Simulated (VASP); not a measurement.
Input of a VASP 6.6.1 run:

The input INCAR:

```
PREC = Accurate
ENCUT = 520
EDIFF = 1E-6
ISMEAR = -1
SIGMA = 0.05
LREAL = False
LASPH = True
NELM = 100
ALGO = Normal
ISIF = 2
LWAVE = False
LCHARG = False
GGA = PS
NBANDS = 11
```

KPOINTS

```
regular mesh
0
Gamma
  16 16 16
```

Contents of POSCAR:

```
Hf
1.0
    0.0000000000      1.6673169376      1.6673169376
    1.6673169376      0.0000000000      1.6673169376
    1.6673169376      1.6673169376      0.0000000000
Hf
1
Direct
    0.0000000000      0.0000000000      0.0000000000
```

Potentials or basis: VASP PAW PBE potentials, release 64 (Hf_pv).

Command:

```console
$ cat potpaw_PBE.64/Hf_pv/POTCAR > POTCAR
$ mpirun -np 1 vasp_std > vasp.out
```

(1) Estimate the band gap on the k mesh.

(2) Estimate the pressure.

Answers

(1) zero (band 5 reaches 14.28 eV, above the bottom of band 6 at 12.29 eV).

(2) 420.5 GPa.

Caveat: the PAW data sets were made with another functional, which shifts forces and pressure a little; spin-orbit coupling is left out, which moves the levels of the heavy elements.
